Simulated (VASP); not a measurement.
# BaTiO3 in VASP: single point with PBE+U

Aim: the single point of BaTiO3 with PBE+U.

Program: VASP 6.6.1. These are calculated values, not measurements. Logs are shortened: lines on timing, memory, paths and dates and some standing lists are left out, and cuts for length are marked.

### 1 The cell of the first run

The typed cell holds 10 atoms: a = 4.072 Å, b = 5.714 Å, c = 5.714 Å, α = 89.09°, β = 89.82°, γ = 89.82°.

### 2 Single point, PBE+U (atoms displaced along a vibrational mode)

Input file INCAR:

```
SYSTEM = BaTiO3
PREC = Accurate
ENCUT = 520
EDIFF = 1E-6
ISMEAR = 0
SIGMA = 0.05
LREAL = .False.
LASPH = .True.
NELM = 150
ALGO = Normal
ISIF = 2
LWAVE = .False.
LCHARG = .False.
LMAXMIX = 4
LDAU = .True.
LDAUTYPE = 2
LDAUL = -1 2 -1
LDAUU = 0 4 0
LDAUJ = 0 0 0
LDAUPRINT = 1
GGA = PE
NBANDS = 51
```

Input file KPOINTS:

```
Automatic mesh
0
Gamma
  6 4 4
  0 0 0
```

Input file POSCAR:

```
BaTiO3
1.0
    0.0000000000     -2.8732815214     -2.8859185184
   -4.0082193262      2.8732815214     -2.8859185184
    4.0082193262      2.8732815214     -2.8859185184
Ba Ti O
2 2 6
Direct
    0.9919227998      0.9976028632      0.9943199366
    0.9919227998      0.4976028632      0.4943199366
    0.4802907002      1.0215583737      0.4587323265
    0.4802907002      0.5215583737      0.9587323265
    0.5083731845      0.2042891231      0.3040840613
    0.5083731845      0.7042891231      0.8040840613
    0.5061924539      0.7294730166      0.2875278450
    0.5061924539      0.2294730166      0.7875278450
    0.0170008616     -0.0260521712      0.5322446250
    0.0170008616      0.4739478288      0.0322446250
```

Potentials or basis: VASP PAW PBE potentials, release 64 (Ba_sv, Ti_sv, O).

Launch:

```bash
cat potpaw_PBE.64/Ba_sv/POTCAR potpaw_PBE.64/Ti_sv/POTCAR potpaw_PBE.64/O/POTCAR > POTCAR
mpirun -np 1 vasp_std > vasp.out
```

OUTCAR:

```text
SYSTEM = BaTiO3
   PREC = Accurate
   ENCUT = 520
   EDIFF = 1E-6
   ISMEAR = 0
   LREAL = .False.
   LASPH = .True.
   NELM = 150
   ISIF = 2
   GGA = PE

 ion  position               nearest neighbor table
   1  0.992  0.998  0.994-   9 2.65   8 2.65  10 2.74   8 2.74   6 2.82   5 2.90   6 2.90   7 3.00
                            10 3.00   5 3.01   7 3.08   9 3.08   3 3.33   4 3.37   3 3.37   4 3.44
   2  0.992  0.498  0.494-  10 2.65   7 2.65   9 2.74   7 2.74   5 2.82   6 2.90   5 2.90   8 3.00
                             9 3.00   6 3.01   8 3.08  10 3.08   4 3.33   3 3.37   4 3.37   3 3.44
   3  0.480  0.022  0.459-   5 1.36   7 1.95   9 1.95   8 2.24   9 2.24   1 3.33   2 3.37   1 3.37
                             2 3.44   2 3.60   1 3.65   2 3.65   1 3.71
   4  0.480  0.522  0.959-   6 1.36   8 1.95  10 1.95   7 2.24  10 2.24   2 3.33   1 3.37   2 3.37
                             1 3.44   1 3.60   2 3.65   1 3.65   2 3.71
   5  0.508  0.204  0.304-   3 1.36   2 2.82   1 2.90   2 2.90   1 3.01
   6  0.508  0.704  0.804-   4 1.36   1 2.82   2 2.90   1 2.90   2 3.01
   7  0.506  0.729  0.288-   3 1.95   4 2.24   2 2.65   2 2.74   1 3.00   1 3.08
   8  0.506  0.229  0.788-   4 1.95   3 2.24   1 2.65   1 2.74   2 3.00   2 3.08
   9  0.017  0.974  0.532-   3 1.95   3 2.24   1 2.65   2 2.74   2 3.00   1 3.08
  10  0.017  0.474  0.032-   4 1.95   4 2.24   2 2.65   1 2.74   1 3.00   2 3.08

  LATTYP: Found a base centered monoclinic cell.
 ALAT       =     8.1447584117
 B/A-ratio  =     0.9842451117
 C/A-ratio  =     0.5000000000
 COS(beta)  =    -0.0043884345

  Lattice vectors:

 A1 = (   4.0082193262,  -2.8732815214,   2.8859185184)
 A2 = (  -4.0082193262,  -2.8732815214,   2.8859185184)
 A3 = (   0.0000000000,  -2.8732815214,  -2.8859185184)

Analysis of symmetry for initial positions (statically):
=====================================================================
 Subroutine PRICEL returns following result:

  LATTYP: Found a base centered orthorhombic cell.
 ALAT       =     5.7465630428
 B/A-ratio  =     1.0043981061
 C/A-ratio  =     0.6974985389

  Lattice vectors:

 A1 = (   0.0000000000,   2.8732815214,   2.8859185184)
 A2 = (   0.0000000000,   2.8732815214,  -2.8859185184)
 A3 = (  -4.0082193262,   0.0000000000,   0.0000000000)

   2 primitive cells build up your supercell.

 Routine SETGRP: Setting up the symmetry group for a
 base centered monoclinic supercell.

 Subroutine GETGRP returns: Found  1 space group operations
 (whereof  1 operations were pure point group operations)
 out of a pool of  4 trial point group operations.

The static configuration has the point symmetry C_1 .

Analysis of symmetry for dynamics (positions and initial velocities):
=====================================================================
 Subroutine PRICEL returns following result:

  LATTYP: Found a base centered orthorhombic cell.
 ALAT       =     5.7465630428
 B/A-ratio  =     1.0043981061
 C/A-ratio  =     0.6974985389

  Lattice vectors:

 A1 = (   0.0000000000,   2.8732815214,   2.8859185184)
 A2 = (   0.0000000000,   2.8732815214,  -2.8859185184)
 A3 = (  -4.0082193262,   0.0000000000,   0.0000000000)

   2 primitive cells build up your supercell.

 Routine SETGRP: Setting up the symmetry group for a
 base centered monoclinic supercell.

 Subroutine GETGRP returns: Found  1 space group operations
 (whereof  1 operations were pure point group operations)
 out of a pool of  4 trial point group operations.

The dynamic configuration has the point symmetry C_1 .

 Subroutine INISYM returns: Found  1 space group operations
 (whereof  1 operations are pure point group operations),
 and found     2 'primitive' translations

----------------------------------------------------------------------------------------

                                     Primitive cell

  volume of cell :      66.4728

  direct lattice vectors                    reciprocal lattice vectors
     0.000000000  2.873281521  2.885918518     0.000000000  0.174017059  0.173255065
     0.000000000  2.873281521 -2.885918518     0.000000000  0.174017059 -0.173255065
[... 109 lines left out ...]
   IMIX   =      4    mixing-type and parameters
     AMIX     =   0.40;   BMIX     =  1.00
     AMIX_MAG =   1.60;   BMIX_MAG =  1.00
  volume/ion in A,a.u.               =      13.29        89.72
  Fermi-wavevector in a.u.,A,eV,Ry     =   1.382124  2.611835 25.990747  1.910266
  Thomas-Fermi vector in A             =   2.506844
   LORBIT       =      0    0 simple, 1 ext, 2 COOP (PROOUT), +10 PAW based schemes
 LDA+U is selected, type is set to LDAUTYPE =  2
   angular momentum for each species LDAUL =    -1    2   -1
   U (eV)           for each species LDAUU =   0.0  4.0  0.0
   J (eV)           for each species LDAUJ =   0.0  0.0  0.0
   GGA     = PE    functional components
   LHFCALC =     F    Hartree Fock is set to
   AEXX    =    0.0000 exact exchange contribution
   IVDW    =     0    specifies the selected vdW correction
   LEPSILON=     F    determine dielectric tensor
   LRPA    =     F    only Hartree local field effects (RPA)
 non-spin polarized calculation
 Gauss-broadening in eV      SIGMA  =   0.05
  energy-cutoff  :      520.00
  volume of cell :      132.95
 maximum number of plane-waves:      3608
   NGX = 15   NGY = 21   NGZ = 21

atom =   3  type =  2  l = 2

 onsite density matrix

spin component  1

  0.2275  0.0338  0.0000  0.0000 -0.0000
  0.0338  0.1793 -0.0000 -0.0000  0.0000
  0.0000 -0.0000  0.1991 -0.0194 -0.2190
  0.0000 -0.0000 -0.0194  0.2411  0.0680
 -0.0000  0.0000 -0.2190  0.0680  0.4644

spin component  2

  0.2275  0.0338  0.0000  0.0000 -0.0000
  0.0338  0.1793 -0.0000 -0.0000  0.0000
  0.0000 -0.0000  0.1991 -0.0194 -0.2190
  0.0000 -0.0000 -0.0194  0.2411  0.0680
 -0.0000  0.0000 -0.2190  0.0680  0.4644

 occupancies and eigenvectors

  o =  0.0740  v = -0.0000  0.0000 -0.8596  0.1039 -0.5002  0.0000  0.0000  0.0000  0.0000  0.0000      0.0000  0.0000  0.0000  0.0000  0.0000  0.0000  0.0000  0.0000  0.0000  0.0000
  o =  0.0740  v =  0.0000  0.0000  0.0000  0.0000  0.0000 -0.0000  0.0000 -0.8596  0.1039 -0.5002      0.0000  0.0000  0.0000  0.0000  0.0000  0.0000  0.0000  0.0000  0.0000  0.0000
  o =  0.1619  v =  0.4583 -0.8888 -0.0001 -0.0001  0.0000  0.0000  0.0000  0.0000  0.0000  0.0000      0.0000  0.0000  0.0000  0.0000  0.0000  0.0000  0.0000  0.0000  0.0000  0.0000
  o =  0.1619  v =  0.0000  0.0000  0.0000  0.0000  0.0000  0.4583 -0.8888 -0.0001 -0.0001  0.0000      0.0000  0.0000  0.0000  0.0000  0.0000  0.0000  0.0000  0.0000  0.0000  0.0000
  o =  0.2297  v = -0.0004 -0.0004  0.1832  0.9767 -0.1120  0.0000  0.0000  0.0000  0.0000  0.0000      0.0000  0.0000  0.0000  0.0000  0.0000  0.0000  0.0000  0.0000  0.0000  0.0000
  o =  0.2297  v =  0.0000  0.0000  0.0000  0.0000  0.0000 -0.0004 -0.0004  0.1832  0.9767 -0.1120      0.0000  0.0000  0.0000  0.0000  0.0000  0.0000  0.0000  0.0000  0.0000  0.0000
  o =  0.2449  v =  0.0000  0.0000  0.0000  0.0000  0.0000  0.8888  0.4583  0.0001  0.0005 -0.0001      0.0000  0.0000  0.0000  0.0000  0.0000  0.0000  0.0000  0.0000  0.0000  0.0000
  o =  0.2449  v =  0.8888  0.4583  0.0001  0.0005 -0.0001  0.0000  0.0000  0.0000  0.0000  0.0000      0.0000  0.0000  0.0000  0.0000  0.0000  0.0000  0.0000  0.0000  0.0000  0.0000
  o =  0.6010  v =  0.0000  0.0000  0.0000  0.0000  0.0000 -0.0000  0.0000 -0.4769  0.1880  0.8586      0.0000  0.0000  0.0000  0.0000  0.0000  0.0000  0.0000  0.0000  0.0000  0.0000
  o =  0.6010  v = -0.0000  0.0000 -0.4769  0.1880  0.8586  0.0000  0.0000  0.0000  0.0000  0.0000      0.0000  0.0000  0.0000  0.0000  0.0000  0.0000  0.0000  0.0000  0.0000  0.0000

atom =   4  type =  2  l = 2

 onsite density matrix

spin component  1

  0.2275  0.0338  0.0000  0.0000 -0.0000
  0.0338  0.1793 -0.0000 -0.0000  0.0000
  0.0000 -0.0000  0.1991 -0.0194 -0.2190
  0.0000 -0.0000 -0.0194  0.2411  0.0680
 -0.0000  0.0000 -0.2190  0.0680  0.4644

spin component  2

  0.2275  0.0338  0.0000  0.0000 -0.0000
  0.0338  0.1793 -0.0000 -0.0000  0.0000
  0.0000 -0.0000  0.1991 -0.0194 -0.2190
  0.0000 -0.0000 -0.0194  0.2411  0.0680
 -0.0000  0.0000 -0.2190  0.0680  0.4644

 occupancies and eigenvectors

  o =  0.0740  v = -0.0000  0.0000 -0.8596  0.1039 -0.5002  0.0000  0.0000  0.0000  0.0000  0.0000      0.0000  0.0000  0.0000  0.0000  0.0000  0.0000  0.0000  0.0000  0.0000  0.0000
  o =  0.0740  v =  0.0000  0.0000  0.0000  0.0000  0.0000 -0.0000  0.0000 -0.8596  0.1039 -0.5002      0.0000  0.0000  0.0000  0.0000  0.0000  0.0000  0.0000  0.0000  0.0000  0.0000
  o =  0.1619  v =  0.4583 -0.8888 -0.0001 -0.0001  0.0000  0.0000  0.0000  0.0000  0.0000  0.0000      0.0000  0.0000  0.0000  0.0000  0.0000  0.0000  0.0000  0.0000  0.0000  0.0000
  o =  0.1619  v =  0.0000  0.0000  0.0000  0.0000  0.0000  0.4583 -0.8888 -0.0001 -0.0001  0.0000      0.0000  0.0000  0.0000  0.0000  0.0000  0.0000  0.0000  0.0000  0.0000  0.0000
  o =  0.2297  v = -0.0004 -0.0004  0.1832  0.9767 -0.1120  0.0000  0.0000  0.0000  0.0000  0.0000      0.0000  0.0000  0.0000  0.0000  0.0000  0.0000  0.0000  0.0000  0.0000  0.0000
  o =  0.2297  v =  0.0000  0.0000  0.0000  0.0000  0.0000 -0.0004 -0.0004  0.1832  0.9767 -0.1120      0.0000  0.0000  0.0000  0.0000  0.0000  0.0000  0.0000  0.0000  0.0000  0.0000
  o =  0.2449  v =  0.0000  0.0000  0.0000  0.0000  0.0000  0.8888  0.4583  0.0001  0.0005 -0.0001      0.0000  0.0000  0.0000  0.0000  0.0000  0.0000  0.0000  0.0000  0.0000  0.0000
  o =  0.2449  v =  0.8888  0.4583  0.0001  0.0005 -0.0001  0.0000  0.0000  0.0000  0.0000  0.0000      0.0000  0.0000  0.0000  0.0000  0.0000  0.0000  0.0000  0.0000  0.0000  0.0000
  o =  0.6010  v =  0.0000  0.0000  0.0000  0.0000  0.0000 -0.0000  0.0000 -0.4769  0.1880  0.8586      0.0000  0.0000  0.0000  0.0000  0.0000  0.0000  0.0000  0.0000  0.0000  0.0000
  o =  0.6010  v = -0.0000  0.0000 -0.4769  0.1880  0.8586  0.0000  0.0000  0.0000  0.0000  0.0000      0.0000  0.0000  0.0000  0.0000  0.0000  0.0000  0.0000  0.0000  0.0000  0.0000

 number of electron      80.0000006 magnetization

 Free energy of the ion-electron system (eV)
  ---------------------------------------------------
  ext. energy  EPLUGINS =         0.00000000
  ---------------------------------------------------
  free energy    TOTEN  =       -63.82609542 eV

  energy without entropy =      -63.82609542  energy(sigma->0) =      -63.82609542

 E-fermi :   4.3479     XC(G=0): -10.9393

 val. band max:        4.1039579036   @ k =   0.5000   0.0000   0.0000
 cond. band min:       7.4630162201   @ k =   0.0000   0.0000   0.0000
 fundamental gap:      3.3590583165
 Fermi energy:         4.3479192407

 k-point     1 :       0.0000    0.0000    0.0000
  band No.  band energies     occupation
      1     -52.6170      2.00000
      2     -52.6147      2.00000
      3     -30.8128      2.00000
      4     -30.7779      2.00000
      5     -28.4174      2.00000
      6     -28.3861      2.00000
[... 1285 lines left out ...]
     50      10.9693      0.00000
     51      11.4185      0.00000

 [... further k-points ...]

------------------------ aborting loop because EDIFF is reached ----------------------------------------

  FORCE on cell =-STRESS in cart. coord.  units (eV):
  Direction    XX          YY          ZZ          XY          YZ          ZX
  --------------------------------------------------------------------------------------
  -------------------------------------------------------------------------------------
  Total       91.3097563      8.2449880      8.0185029     -0.0000795     -0.0106134      9.0431084
  in kB     1100.4087933     99.3635035     96.6340456     -0.0009581     -0.1279059    108.9819581
  external PRESSURE =     432.1354474 kB  Pullay stress =       0.0000000 kB

 VOLUME and BASIS-vectors are now :
 -----------------------------------------------------------------------------
  energy-cutoff  :      520.00
  volume of cell :      132.95
      direct lattice vectors                 reciprocal lattice vectors
     0.000000000 -2.873281521 -2.885918518     0.000000000 -0.174017059 -0.173255065
    -4.008219326  2.873281521 -2.885918518    -0.124743673  0.087008529 -0.086627532
     4.008219326  2.873281521 -2.885918518     0.124743673  0.087008529 -0.086627532

 POSITION                                       TOTAL-FORCE (eV/Angst)
 -----------------------------------------------------------------------------------
     -0.01316      2.87328     -8.61114        -0.492815      0.000463     -0.129595
     -0.01316      0.00000     -5.72522        -0.492815      0.000463     -0.129595
      1.75229      0.00000     -2.77216        33.790010      0.000630      1.764535
      1.75229      2.87328     -5.65808        33.790010      0.000630      1.764535
      0.40000     -0.00000     -2.93425       -31.759303      0.000391     -3.234615
      0.40000      2.87328     -5.82017       -31.759303      0.000391     -3.234615
     -1.77141      1.46770     -4.39581        -0.766917     -0.773491      0.800105
      2.23681      1.46770     -4.39581        -0.766917     -0.773491      0.800105
     -1.77044      4.27887     -4.39581        -0.770975      0.772007      0.799570
     -1.77044      1.40559     -1.50989        -0.770975      0.772007      0.799570
 -----------------------------------------------------------------------------------
    total drift:                               -0.002698      0.000311     -0.001464

  FREE ENERGIE OF THE ION-ELECTRON SYSTEM (eV)
  ---------------------------------------------------
  free  energy   TOTEN  =       -63.8260954160 eV

  energy  without entropy=      -63.8260954160  energy(sigma->0) =      -63.82609542
```

Run time: 3.6 min. Hardware: 1 thread of Intel Xeon Platinum 8559C (Emerald Rapids), shared host; peak memory 0.41 GiB.

Results:

| Quantity | Value |
| --- | --- |
| Free energy | -63.8261 eV |
| Pressure | 43.2 GPa |
| Largest force | 33.836 eV/Å |
| Band gap on the k mesh | 3.36 eV |

Forces in eV/Å, atoms in the order of the input:
```
Ba   -0.493   0.000  -0.130
Ba   -0.493   0.000  -0.130
Ti   33.790   0.001   1.765
Ti   33.790   0.001   1.765
O   -31.759   0.000  -3.235
O   -31.759   0.000  -3.235
O    -0.767  -0.773   0.800
O    -0.767  -0.773   0.800
O    -0.771   0.772   0.800
O    -0.771   0.772   0.800
```

Eigenvalues of the final occupation matrices:
| site | spin | trace | eigenvalues |
| --- | --- | --- | --- |
| site 3 d | 1 | 1.31 | 0.07 0.16 0.23 0.24 0.60 |
| site 3 d | 2 | 1.31 | 0.07 0.16 0.23 0.24 0.60 |
| site 4 d | 1 | 1.31 | 0.07 0.16 0.23 0.24 0.60 |
| site 4 d | 2 | 1.31 | 0.07 0.16 0.23 0.24 0.60 |

Caveat: the cell differs from its parent crystal (atoms displaced along a vibrational mode); atoms lie so close that the PAW spheres overlap strongly, which falsifies energies and pressures; the stress differs along the axes, from 10 to 110 GPa; spin-orbit coupling is left out, which moves the levels of the heavy elements; forces of over 1 eV/Å act on the atoms, so gaps and moduli don't describe the material at rest.
